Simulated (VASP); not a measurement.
A run of VASP 6.6.1 is set up as follows.

INCAR

```
SYSTEM = PbO
PREC = Accurate
ENCUT = 520
EDIFF = 1E-6
ISMEAR = -1
SIGMA = 0.02
LREAL = .False.
LASPH = .True.
NELM = 150
ALGO = Normal
ISIF = 2
LWAVE = .False.
LCHARG = .False.
MAGMOM = 0 0 0 0 0 0
LORBIT = 11
LSORBIT = .True.
GGA_COMPAT = .False.
LORBMOM = .True.
GGA = PE
NBANDS = 32
```

File KPOINTS:

```
regular mesh
0
Gamma
  8 8 8
  0 0 0
```

File POSCAR:

```
PbO
1.0
    3.1793716483      0.0000000000      0.0000000000
    0.0000000000      3.1793716483      0.0000000000
    0.0000000000      0.0000000000      3.1793716483
Pb O
1 1
Direct
    0.0000000000      0.0000000000      0.0000000000
    0.5000000000      0.5000000000      0.5000000000
```

Potentials or basis: VASP PAW PBE potentials, release 64 (Pb_d, O).

Launch:

```console
$ cat potpaw_PBE.64/Pb_d/POTCAR potpaw_PBE.64/O/POTCAR > POTCAR
$ mpirun -np 1 vasp_ncl > vasp.out
```

Q: Estimate the net moment.

A: 0.00 μB per cell.

Q: Predict the pressure.

A: 3.2 GPa.

Moments on the atoms (μB; x, y, z):
```
Pb  0.00 0.00 0.00
O   0.00 0.00 0.00
```
